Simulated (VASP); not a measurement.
Input of a VASP 6.6.1 run:

INCAR

```
PREC = Accurate ; ENCUT = 520
EDIFF = 1E-6 ; ISMEAR = 0
SIGMA = 0.1 ; LREAL = F
LASPH = T ; NELM = 100
ALGO = Normal ; ISIF = 2
LWAVE = F ; LCHARG = T
LDIPOL = T ; IDIPOL = 3
DIPOL = 0.5 0.5 0.273 ; GGA = PE
LELF = T ; LVHAR = T
LVACPOTAV = T ; NBANDS = 19
```

File KPOINTS:

```
regular mesh
0
Gamma
  14 14 1
```

Contents of POSCAR:

```
HgTe2
1.0
    3.0564697664      0.0000000000      0.0000000000
    0.0000000000      3.0564697664      0.0000000000
    0.0000000000      0.0000000000     36.6350309728
Hg Te
1 2
Direct
    0.0000000000      0.0000000000      0.2729627827
    0.0000000000      0.0000000000      0.3627954553
    0.0000000000      0.0000000000      0.1831301101
```

Potentials or basis: VASP PAW PBE potentials, release 64 (Hg, Te).

Launch:

```bash
$ cat potpaw_PBE.64/Hg/POTCAR potpaw_PBE.64/Te/POTCAR > POTCAR
$ mpirun -np 1 vasp_std > vasp.out
```

Task: Predict the largest force.

Result: 0.007 eV/Å.

Task: Estimate the band gap on the k mesh.

Result: Zero (band 12 reaches 0.51 eV, above the bottom of band 13 at -3.84 eV).

Forces in eV/Å, atoms in the order of the input:
```
Hg   0.000  0.000  0.000
Te   0.000  0.000  0.007
Te   0.000  0.000 -0.007
```

Caveat: spin-orbit coupling is left out, which moves the levels of the heavy elements.
